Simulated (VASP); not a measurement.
# LiPS3 (C2/m) in VASP: single point with PBE

Aim: the single point of LiPS3 with PBE.

All numbers are computed with VASP 6.6.1; they aren't measurements. Logs are shortened: lines on timing, memory, paths and dates and some standing lists are left out, and cuts for length are marked.

### 1 The cell of the first run

The structure is monoclinic, space group C2/m (No. 12). Conventional cell: a = 8.759 Å, b = 8.945 Å, c = 6.134 Å, α = 90.00°, β = 134.42°, γ = 90.00°. Within 3.4 Å of Li (site symmetry m) lie 7 S at 2.50 to 3.30 Å. P (site symmetry -1) has 6 S at 2.29 to 2.38 Å within 3.0 Å. S (site symmetry 2) has 2 P at 2.29 Å and 2 Li at 2.56 Å within 3.0 Å. S (site symmetry m) has 2 P at 2.38 Å and 4 Li at 2.50 to 3.63 Å and 10 S at 3.22 to 3.46 Å within 3.7 Å. S (site symmetry 2) has 2 P at 2.29 Å and 2 Li at 2.56 Å and 9 S at 3.11 to 3.38 Å within 3.4 Å.

The cell was built from a structure type or drawn by symmetry, and may not be a known phase.

### 2 Single point, PBE

INCAR

```
ALGO = Normal ; EDIFF = 1E-6
ENCUT = 750 ; GGA = PE
GGA_COMPAT = False ; ISIF = 2
ISMEAR = 0 ; LASPH = True
LCHARG = False ; LREAL = False
LWAVE = False ; NBANDS = 37
NELM = 120 ; PREC = Accurate
SIGMA = 0.15
```

KPOINTS

```
k-points
0
Gamma
  3 3 3
```

POSCAR

```
LiPS3
1.0
    4.3787919030     -4.4723653633     -0.0641116961
    4.3787919030      4.4723653633     -0.0641116961
   -4.4010481854      0.0000000000      4.4461667720
Li P S
2 2 6
Direct
    0.2892705098      0.2892705098      0.5390138945
    0.7107294902      0.7107294902      0.4609861055
    0.5000000000      0.0000000000      0.0000000000
    0.0000000000      0.5000000000      0.0000000000
    0.6747650524      0.3252349476      0.5000000000
    0.3252349476      0.6747650524      0.5000000000
    0.1185769767      0.1185769767      0.8693208883
    0.8814230233      0.8814230233      0.1306791117
    0.3258832063      0.6741167937      0.0000000000
    0.6741167937      0.3258832063      0.0000000000
```

Potentials or basis: VASP PAW PBE potentials, release 64 (Li_sv, P, S).

Command:

```
$ cat potpaw_PBE.64/Li_sv/POTCAR potpaw_PBE.64/P/POTCAR potpaw_PBE.64/S/POTCAR > POTCAR
$ mpirun -np 1 vasp_std > vasp.out
```

OUTCAR:

```text
EDIFF = 1E-6
   ENCUT = 750
   GGA = PE
   ISIF = 2
   ISMEAR = 0
   LASPH = True
   LREAL = False
   NELM = 120
   PREC = Accurate

 ion  position               nearest neighbor table
   1  0.289  0.289  0.539-   8 2.50   9 2.56  10 2.56   6 2.56   5 2.56
   2  0.711  0.711  0.461-   7 2.50   9 2.56  10 2.56   6 2.56   5 2.56
   3  0.500  0.000  0.000-   5 2.29   6 2.29  10 2.29   9 2.29   8 2.38   7 2.38
   4  0.000  0.500  0.000-   6 2.29   5 2.29  10 2.29   9 2.29   8 2.38   7 2.38
   5  0.675  0.325  0.500-   4 2.29   3 2.29   1 2.56   2 2.56
   6  0.325  0.675  0.500-   3 2.29   4 2.29   1 2.56   2 2.56
   7  0.119  0.119  0.869-   3 2.38   4 2.38   2 2.50
   8  0.881  0.881  0.131-   3 2.38   4 2.38   1 2.50
   9  0.326  0.674  0.000-   3 2.29   4 2.29   1 2.56   2 2.56
  10  0.674  0.326  0.000-   3 2.29   4 2.29   1 2.56   2 2.56

  Warning from LATTYP: Got some problem with cell dimensions!
  Tried to take original basis but could not verify dimensions!
  LATTYP: Found a base centered monoclinic cell.
 ALAT       =     8.7585224415
 B/A-ratio  =     1.0212602395
 C/A-ratio  =     0.7003285849
 COS(beta)  =    -0.6998637374

  Lattice vectors:

 A1 = (  -4.3787919030,   4.4723653633,   0.0641116961)
 A2 = (  -4.3787919030,  -4.4723653633,   0.0641116961)
 A3 = (   4.3565356206,   0.0000000000,   4.3179433798)

Analysis of symmetry for initial positions (statically):
=====================================================================
 Subroutine PRICEL returns:
 Original cell was already a primitive cell.

 Routine SETGRP: Setting up the symmetry group for a
 base centered monoclinic supercell.

 Subroutine GETGRP returns: Found  4 space group operations
 (whereof  4 operations were pure point group operations)
 out of a pool of  4 trial point group operations.

The static configuration has the point symmetry C_2h.

Analysis of symmetry for dynamics (positions and initial velocities):
=====================================================================
 Subroutine PRICEL returns:
 Original cell was already a primitive cell.

 Routine SETGRP: Setting up the symmetry group for a
 base centered monoclinic supercell.

 Subroutine GETGRP returns: Found  4 space group operations
 (whereof  4 operations were pure point group operations)
 out of a pool of  4 trial point group operations.

The dynamic configuration has the point symmetry C_2h.

 Subroutine INISYM returns: Found  4 space group operations
 (whereof  4 operations are pure point group operations),
 and found     1 'primitive' translations

----------------------------------------------------------------------------------------

                                     Primitive cell

  volume of cell :     171.6197

  direct lattice vectors                    reciprocal lattice vectors
     4.378791903 -4.472365363 -0.064111696     0.115865973 -0.111797664  0.114690194
     4.378791903  4.472365363 -0.064111696     0.115865973  0.111797664  0.114690194
    -4.401048185  0.000000000  4.446166772     0.003341469  0.000000000  0.228220401

  length of vectors
     6.259391407  6.259391407  6.256007041     0.197680252  0.197680252  0.228244862

  position of ions in fractional coordinates (direct lattice)
     0.289270510  0.289270510  0.539013895
     0.710729490  0.710729490  0.460986105
     0.500000000  0.000000000  0.000000000
     0.000000000  0.500000000  0.000000000
     0.674765052  0.325234948  0.500000000
     0.325234948  0.674765052  0.500000000
     0.118576977  0.118576977  0.869320888
     0.881423023  0.881423023  0.130679112
     0.325883206  0.674116794  0.000000000
     0.674116794  0.325883206  0.000000000

  ion indices of the primitive-cell ions
   primitive index   ion index
                 1           1
                 2           2
                 3           3
                 4           4
                 5           5
                 6           6
                 7           7
                 8           8
                 9           9
                10          10

----------------------------------------------------------------------------------------

 KPOINTS: k-points

Automatic generation of k-mesh.
 Grid dimensions read from file:
 generate k-points for:    3    3    3

 Generating k-lattice:

  Cartesian coordinates                     Fractional coordinates (reciprocal lattice)
     0.038621991 -0.037265888  0.038230065     0.333333333  0.000000000 -0.000000000
     0.038621991  0.037265888  0.038230065     0.000000000  0.333333333 -0.000000000
     0.001113823  0.000000000  0.076073467     0.000000000  0.000000000  0.333333333

  Length of vectors
     0.065893417  0.065893417  0.076081621

  Shift w.r.t. Gamma in fractional coordinates (k-lattice)
     0.000000000  0.000000000  0.000000000

 Subroutine IBZKPT returns following result:
 ===========================================

 Found     10 irreducible k-points:

 Following reciprocal coordinates:
            Coordinates               Weight
  0.000000  0.000000  0.000000      1.000000
  0.333333 -0.000000  0.000000      4.000000
  0.333333  0.333333 -0.000000      2.000000
 -0.333333  0.333333  0.000000      2.000000
  0.000000  0.000000  0.333333      2.000000
  0.333333  0.000000  0.333333      4.000000
 -0.333333 -0.000000  0.333333      4.000000
  0.333333  0.333333  0.333333      2.000000
 -0.333333  0.333333  0.333333      4.000000
 -0.333333 -0.333333  0.333333      2.000000
   k-points           NKPTS =     10   k-points in BZ     NKDIM =     10   number of bands    NBANDS=     37
   number of dos      NEDOS =    301   number of ions     NIONS =     10
   total plane-waves  NPLWV = 175616
   dimension x,y,z NGX =    56 NGY =   56 NGZ =   56
   dimension x,y,z NGXF=   112 NGYF=  112 NGZF=  112
   ions per type =               2   2   6
   NGX,Y,Z   is equivalent  to a cutoff of  14.87, 14.87, 14.88 a.u.
   NGXF,Y,Z  is equivalent  to a cutoff of  29.75, 29.75, 29.76 a.u.
 SYSTEM =  unknown system
   PREC   = accura    normal or accurate (medium, high low for compatibility)
   ISTART =      0    job   : 0-new  1-cont  2-samecut
   ICHARG =      2    charge: 1-file 2-atom 10-const
   ISPIN  =      1    spin polarized calculation?
   LNONCOLLINEAR =      F non collinear calculations
   LSORBIT =      F    spin-orbit coupling
   LASPH  =      T    aspherical Exc in radial PAW
   ENCUT  =  750.0 eV  55.12 Ry    7.42 a.u.  13.98 13.98 13.97*2*pi/ulx,y,z
   NELM   =    120;   NELMIN=  2; NELMDL= -5     # of ELM steps
   EDIFF  = 0.1E-05   stopping-criterion for ELM
   LREAL  =      F    real-space projection
   EDIFFG = 0.1E-04   stopping-criterion for IOM
   NSW    =      0    number of steps for IOM
   IBRION =     -1    ionic relax: 0-MD 1-quasi-New 2-CG
   NFREE  =      0    steps in history (QN), initial steepest desc. (CG)
   ISIF   =      2    stress and relaxation
   ISYM   =      2    0-nonsym 1-usesym 2-fastsym
   POTIM  = 0.5000    time-step for ionic-motion
   TEBEG  =    0.0;   TEEND  =   0.0 temperature during run
   PSTRESS=    0.0 pullay stress
   NELECT =      52.0000    total number of electrons
   NUPDOWN=      -1.0000    fix difference up-down
   EMIN   =  10.00;   EMAX   =-10.00  energy-range for DOS
   EFERMI =   0.00;   METHOD = LEGACY
   ISMEAR =     0;   SIGMA  =   0.15  broadening in eV -4-tet -1-fermi 0-gaus
   EFERMI_NEDOS =   21; number of points for ismear=-14 and -15
   IALGO  =     38    algorithm
   IMIX   =      4    mixing-type and parameters
     AMIX     =   0.40;   BMIX     =  1.00
     AMIX_MAG =   1.60;   BMIX_MAG =  1.00
  volume/ion in A,a.u.               =      17.16       115.81
  Fermi-wavevector in a.u.,A,eV,Ry     =   1.099563  2.077873 16.449981  1.209039
  Thomas-Fermi vector in A             =   2.235960
   LORBIT       =      0    0 simple, 1 ext, 2 COOP (PROOUT), +10 PAW based schemes
   GGA     = PE    functional components
   LHFCALC =     F    Hartree Fock is set to
   AEXX    =    0.0000 exact exchange contribution
   IVDW    =     0    specifies the selected vdW correction
   LEPSILON=     F    determine dielectric tensor
   LRPA    =     F    only Hartree local field effects (RPA)
 non-spin polarized calculation
 Gauss-broadening in eV      SIGMA  =   0.15
  energy-cutoff  :      750.00
  volume of cell :      171.62
 maximum number of plane-waves:      8024
   NGX = 27   NGY = 27   NGZ = 27

 number of electron      52.0000002 magnetization

 Free energy of the ion-electron system (eV)
  ---------------------------------------------------
  ext. energy  EPLUGINS =         0.00000000
  ---------------------------------------------------
  free energy    TOTEN  =       -40.54095841 eV

  energy without entropy =      -40.49508605  energy(sigma->0) =      -40.51802223

 E-fermi :   4.8327     XC(G=0):  -9.7430

 val. band max:        4.7918206543   @ k =   0.3333   0.3333  -0.0000
 cond. band min:       4.8765351985   @ k =   0.3333   0.3333  -0.0000
 fundamental gap:      0.0847145443
 Fermi energy:         4.8327370940

 k-point     1 :       0.0000    0.0000    0.0000
  band No.  band energies     occupation
      1     -40.2282      2.00000
      2     -40.2278      2.00000
      3     -10.8722      2.00000
      4      -8.0085      2.00000
      5      -7.6511      2.00000
      6      -7.6368      2.00000
[... 29 lines left out ...]
     36      10.6804      0.00000
     37      11.0737      0.00000

 k-point     2 :       0.3333   -0.0000    0.0000
  band No.  band energies     occupation
      1     -40.2281      2.00000
      2     -40.2279      2.00000
      3     -10.4821      2.00000
      4      -9.3656      2.00000
      5      -7.5800      2.00000
      6      -7.5554      2.00000
[... 29 lines left out ...]
     36      11.3326      0.00000
     37      11.5408      0.00000

 k-point     3 :       0.3333    0.3333   -0.0000
  band No.  band energies     occupation
      1     -40.2281      2.00000
      2     -40.2279      2.00000
      3      -9.9323      2.00000
      4      -9.8683      2.00000
      5      -8.0296      2.00000
      6      -7.8020      2.00000
[... 29 lines left out ...]
     36      11.0336      0.00000
     37      11.6722      0.00000

 k-point     4 :      -0.3333    0.3333    0.0000
  band No.  band energies     occupation
      1     -40.2282      2.00000
      2     -40.2279      2.00000
      3     -10.4359      2.00000
      4      -8.8772      2.00000
      5      -8.3660      2.00000
      6      -7.9482      2.00000
[... 29 lines left out ...]
     36      11.2238      0.00000
     37      11.5885      0.00000

 k-point     5 :       0.0000    0.0000    0.3333
  band No.  band energies     occupation
      1     -40.2281      2.00000
      2     -40.2279      2.00000
      3     -10.3934      2.00000
      4      -9.1806      2.00000
      5      -7.9782      2.00000
      6      -7.8968      2.00000
[... 29 lines left out ...]
     36      11.5097      0.00000
     37      11.5821      0.00000

 k-point     6 :       0.3333    0.0000    0.3333
  band No.  band energies     occupation
      1     -40.2281      2.00000
      2     -40.2280      2.00000
      3      -9.9372      2.00000
      4      -9.8255      2.00000
      5      -8.2164      2.00000
      6      -7.6245      2.00000
[... 29 lines left out ...]
     36      11.3227      0.00000
     37      11.7610      0.00000

 k-point     7 :      -0.3333   -0.0000    0.3333
  band No.  band energies     occupation
      1     -40.2281      2.00000
      2     -40.2279      2.00000
      3     -10.4655      2.00000
      4      -9.3086      2.00000
      5      -7.8392      2.00000
      6      -7.4006      2.00000
[... 29 lines left out ...]
     36      10.8678      0.00000
     37      11.7406      0.00000

 k-point     8 :       0.3333    0.3333    0.3333
  band No.  band energies     occupation
      1     -40.2281      2.00000
      2     -40.2279      2.00000
      3      -9.9107      2.00000
      4      -9.8181      2.00000
      5      -8.2917      2.00000
      6      -7.6969      2.00000
[... 29 lines left out ...]
     36      11.2522      0.00000
     37      11.5920      0.00000

 k-point     9 :      -0.3333    0.3333    0.3333
  band No.  band energies     occupation
      1     -40.2281      2.00000
      2     -40.2280      2.00000
      3      -9.9376      2.00000
      4      -9.8228      2.00000
      5      -8.2221      2.00000
      6      -7.6253      2.00000
[... 29 lines left out ...]
     36      11.3215      0.00000
     37      11.7452      0.00000

 k-point    10 :      -0.3333   -0.3333    0.3333
  band No.  band energies     occupation
      1     -40.2281      2.00000
      2     -40.2279      2.00000
      3     -10.3912      2.00000
      4      -9.1811      2.00000
      5      -7.9849      2.00000
      6      -7.8972      2.00000
[... 29 lines left out ...]
     36      11.4947      0.00000
     37      11.5989      0.00000

------------------------ aborting loop because EDIFF is reached ----------------------------------------

  FORCE on cell =-STRESS in cart. coord.  units (eV):
  Direction    XX          YY          ZZ          XY          YZ          ZX
  --------------------------------------------------------------------------------------
  -------------------------------------------------------------------------------------
  Total       -0.3944248     -0.0667787     -0.3667519      0.0000000      0.0000000     -0.0391072
  in kB       -3.6822022     -0.6234213     -3.4238585      0.0000000      0.0000000     -0.3650899
  external PRESSURE =      -2.5764940 kB  Pullay stress =       0.0000000 kB

 VOLUME and BASIS-vectors are now :
 -----------------------------------------------------------------------------
  energy-cutoff  :      750.00
  volume of cell :      171.62
      direct lattice vectors                 reciprocal lattice vectors
     4.378791903 -4.472365363 -0.064111696     0.115865973 -0.111797664  0.114690194
     4.378791903  4.472365363 -0.064111696     0.115865973  0.111797664  0.114690194
    -4.401048185  0.000000000  4.446166772     0.003341469  0.000000000  0.228220401

 POSITION                                       TOTAL-FORCE (eV/Angst)
 -----------------------------------------------------------------------------------
      0.16108      0.00000      2.35945        -0.020670     -0.000000     -0.024827
      4.19545      0.00000      1.95849         0.020670     -0.000000      0.024827
      2.18940     -2.23618     -0.03206        -0.000000     -0.000000      0.000000
      2.18940      2.23618     -0.03206        -0.000000     -0.000000      0.000000
      2.17827     -1.56323      2.15897        -0.000000      0.000817      0.000000
      2.17827      1.56323      2.15897        -0.000000     -0.000817      0.000000
     -2.78748      0.00000      3.84994        -0.007623     -0.000000     -0.007838
      7.14401      0.00000      0.46800         0.007623     -0.000000      0.007838
      4.37879      1.55743     -0.06411        -0.000000      0.019373      0.000000
      4.37879     -1.55743     -0.06411        -0.000000     -0.019373     -0.000000
 -----------------------------------------------------------------------------------
    total drift:                                0.000000     -0.000000     -0.000000

  FREE ENERGIE OF THE ION-ELECTRON SYSTEM (eV)
  ---------------------------------------------------
  free  energy   TOTEN  =       -40.5409584085 eV

  energy  without entropy=      -40.4950860546  energy(sigma->0) =      -40.51802223
```

Run time: 78 s. Hardware: 1 thread of Intel Xeon 6975P-C (Granite Rapids), shared host; peak memory 0.47 GiB.

What came out:

| Item | Value |
| --- | --- |
| Free energy | -40.5410 eV |
| Pressure | -0.3 GPa |
| Largest force | 0.032 eV/Å |
| Band gap on the k mesh | zero (bands 26 and 27 overlap by 0.42 eV) |

Forces on the atoms (eV/Å):
```
Li  -0.021  0.000 -0.025
Li   0.021  0.000  0.025
P    0.000  0.000  0.000
P    0.000  0.000  0.000
S    0.000  0.001  0.000
S    0.000 -0.001  0.000
S   -0.008  0.000 -0.008
S    0.008  0.000  0.008
S    0.000  0.019  0.000
S    0.000 -0.019  0.000
```

Caveat: the k points lie up to 0.41 Å⁻¹ apart.
